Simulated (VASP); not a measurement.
Wanted: the native input for a VASP 6.6.1 run.

| Property | Result |
| --- | --- |
| Task | single point |
| Functional | PBE |
| Potentials or basis | VASP PAW PBE potentials, release 64 (Si) |
| Cutoff | 520 eV |
| k mesh | 2 × 2 × 2 |
| Occupations | gaussian, width 0.02 eV |
| Spin | no spin polarisation |
| Dipole correction | no |
| Further INCAR settings | LREAL = Auto; ALGO = Normal; EDIFF = 1e-06; NBANDS = 48 |

The structure of Si (a cell with a defect) lies in POSCAR:

```
Si
1.0
    0.0000000000      5.4300000000      5.4300000000
    5.4300000000      0.0000000000      5.4300000000
    5.4300000000      5.4300000000      0.0000000000
Si
17
Direct
    0.0004978386      0.0008464421     -0.0002336371
    0.1250712084      0.1250442351      0.1248764740
    0.0004335199      0.0008060689      0.4987633103
    0.1219171078      0.1226126436      0.6276290706
    0.0007735614      0.4988827173      0.0000166931
    0.1222399015      0.6284976146      0.1211886178
   -0.0061555945      0.5027764730      0.5015531820
    0.1222370128      0.6284502638      0.6277753917
    0.4989378359      0.0009656360     -0.0001040431
    0.6281948235      0.1228176044      0.1210425224
    0.5019726692     -0.0046171961      0.5011681570
    0.6281543772      0.1227851172      0.6276827190
    0.5024973090      0.5029854389     -0.0075131400
    0.6285458294      0.6286900376      0.1212091868
    0.5024792081      0.5029685733      0.5017519076
    0.6252087034      0.6267222268      0.6238866123
    0.3752529784      0.3768322035      0.3737778754
```

The input as run:

INCAR

```
SYSTEM = Si
ALGO = Normal
EDIFF = 1E-6
ENCUT = 520
GGA = PE
ISIF = 2
ISMEAR = 0
LASPH = .TRUE.
LCHARG = .FALSE.
LREAL = Auto
LWAVE = .FALSE.
NBANDS = 48
NELM = 80
PREC = Accurate
SIGMA = 0.02
```

KPOINTS

```
k-points
0
G
  2 2 2
  0 0 0
```

Potentials or basis: VASP PAW PBE potentials, release 64 (Si).

The run is started by

```console
$ cat potpaw_PBE.64/Si/POTCAR > POTCAR
$ mpirun -np 1 vasp_std > vasp.out
```

Results of the run:

```
Pressure               : 5.3 GPa
Largest force          : 0.031 eV/Å
Band gap on the k mesh : zero (bands 34 and 35 overlap by 0.25 eV)
```

Caveat: the k points lie up to 0.50 Å⁻¹ apart.

Wall time 100 s on 1 thread of Intel(R) Xeon(R) 6975P-C (Granite Rapids) (shared host), peak memory 0.46 GiB.
